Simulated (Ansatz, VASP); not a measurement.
## One calculation of Sb3Pt, two programs

```xyz
8
Lattice="8.0618 0.0000 0.0000 -4.0309 6.9818 0.0000 0.0000 0.0000 3.7298" Properties=species:S:1:pos:R:3 pbc="T T T"
Sb    4.0309    4.3510    0.9325
Sb   -1.7526    5.6664    2.7974
Sb    2.2783    1.3154    0.9325
Sb    0.0000    2.6308    2.7974
Sb    5.7835    1.3154    0.9325
Sb    1.7526    5.6664    2.7974
Pt    0.0000    4.6545    0.9325
Pt    4.0309    2.3273    2.7974
```

Alike in both runs: functional PBE; k mesh 6 × 6 × 10; occupations gaussian, width 0.1 eV; no spin polarisation.

Ansatz relaxed the structure, and its values are those at the end. VASP's run is a single point on that final structure, the one shown.

|  | VASP | Ansatz |
| --- | --- | --- |
| version | VASP 6.6.1 | Ansatz 0.2.0 |
| potentials or method | VASP PAW PBE potentials, release 64 (Sb, Pt), cutoff 520 eV | scalar-relativistic, plane waves, PAW |
| valence electrons in the cell | 50 | 126 |

Ansatz gave:

- gap on the k mesh at the Fermi level (eV): none
- pressure (GPa): 0.0
- rms of the force components (eV/Å): 0.001

Task: Which values does VASP return?

Result: gap on the k mesh at the Fermi level (eV): none; pressure (GPa): -0.2; rms of the force components (eV/Å): 0.007.

A gap of «none» marks a metal or a gap that the smearing closes. The functional is the same, so the differences come from potentials, cutoffs and numerics. VASP's potentials hold 50 valence electrons a cell and Ansatz's 126, so a difference there can come from the potentials and not from the codes.

Spin-orbit coupling is off throughout.
